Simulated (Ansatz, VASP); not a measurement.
# One calculation of LiBr, two programs

```
Li Br
1.0
     0.00000    2.16100    2.16100
     2.16100    0.00000    2.16100
     2.16100    2.16100    0.00000
Li Br
1 1
Direct
  0.00000 0.00000 0.00000
  0.50000 0.50000 0.50000
```

Change from the starting cell: volume scaled by 0.5, crystal datasets.

Alike in both runs: task electric field gradients; functional PBEsol; k mesh 9 × 9 × 9; occupations fermi-dirac, width 0.03 eV; no spin polarisation.

|  | VASP | Ansatz |
| --- | --- | --- |
| version | VASP 6.6.1 | Ansatz 0.2.0 |
| potentials or method | VASP PAW PBE potentials, release 64 (Li_sv, Br), cutoff 650 eV | all-electron PAW with datasets made for the crystal, scalar-relativistic |

VASP gave:

- gap on the k mesh at the Fermi level (eV): 4.27
- pressure (GPa): 85.1

Question: Which values does Ansatz return?

Answer: gap on the k mesh at the Fermi level (eV): 4.30; pressure (GPa): 84.2.

VASP's potentials were made for PBE, not for PBEsol. Both programs put the cell under a high pressure, so it lies far from rest at this level. Ansatz ran all-electron here, and VASP with PAW potentials.

Noted on VASP's run: the cell as given lies far from equilibrium.
